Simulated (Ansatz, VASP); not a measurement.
## One calculation of Ga3As, two programs

Contents of INCAR:

```
SYSTEM = Ga3As
  PREC = Accurate
  ENCUT = 520
  EDIFF = 1E-6
  ISMEAR = 0
  SIGMA = 0.1
  LREAL = .FALSE.
  LASPH = .TRUE.
  NELM = 60
  ALGO = Fast
  ISIF = 2
  LWAVE = .FALSE.
  LCHARG = .FALSE.
  GGA = PE
  NBANDS = 30
```

The input KPOINTS:

```
Automatic mesh
0
G
  12 12 6
  0 0 0
```

POSCAR

```
Ga3As
1.0
    4.1378696781      0.0000000000      0.0000000000
   -2.0689348390      3.5835002588      0.0000000000
    0.0000000000      0.0000000000      8.0516049200
Ga As
3 1
Direct
    0.6666666667      0.3333333333      0.1627928908
    0.6666666667      0.3333333333      0.8372071092
    0.6666666667      0.3333333333      0.5000000000
    0.3333333333      0.6666666667      0.5000000000
```

Input for Ansatz:

```yaml
crystal:
  lattice:
    - [4.1378696781, 0.0, 0.0]
    - [-2.068934839, 3.5835002588, 0.0]
    - [0.0, 0.0, 8.05160492]
  atoms:
    - { symbol: Ga, position: [0.6666666667, 0.3333333333, 0.1627928908] }
    - { symbol: Ga, position: [0.6666666667, 0.3333333333, 0.8372071092] }
    - { symbol: Ga, position: [0.6666666667, 0.3333333333, 0.5] }
    - { symbol: As, position: [0.3333333333, 0.6666666667, 0.5] }
basis:
  ecutwfc: 420
kpoints:
  mp_grid: { grid: [12, 12, 6] }
  band_path:
    path:
      - [[0.0, 0.0, 0.0], [0.5, 0.0, 0.0], [0.33333333, 0.33333333, 0.0], [0.0, 0.0, 0.0], [0.0, 0.0, 0.5], [0.5, 0.0, 0.5], [0.33333333, 0.33333333, 0.5], [0.0, 0.0, 0.5]]
      - [[0.5, 0.0, 0.5], [0.5, 0.0, 0.0]]
      - [[0.33333333, 0.33333333, 0.5], [0.33333333, 0.33333333, 0.0]]
    npoints: 14
hamiltonian:
  xc: pbe
scf:
  occupations: { method: gaussian, width: 0.1 }
  n_extra_bands: 10
output:
  forces: true
  stress: true
  eigenvalues: true
  populations: true
  dos: { projected: true, de: 0.02, nscf_kmesh: { grid: [15, 15, 8] } }
  bader: true
```

Alike in both runs: task single point; functional PBE; k mesh 12 × 12 × 6; occupations gaussian, width 0.1 eV; no spin polarisation.

```csv
,VASP,Ansatz
version,VASP 6.6.1,Ansatz 0.2.0
potentials or method,"VASP PAW PBE potentials, release 64 (Ga_d, As), cutoff 520 eV","scalar-relativistic, plane waves, PAW"
valence electrons in the cell,44,54
```

```tsv
	VASP	Ansatz	Ansatz less VASP
gap on the k mesh at the Fermi level (eV)	none	none	-
pressure (GPa)	0.1	0.0	-0.07
```

A gap of «none» marks a metal or a gap that the smearing closes. The functional is the same, so the differences come from potentials, cutoffs and numerics. VASP's potentials hold 44 valence electrons a cell and Ansatz's 54, so a difference there can come from the potentials and not from the codes.
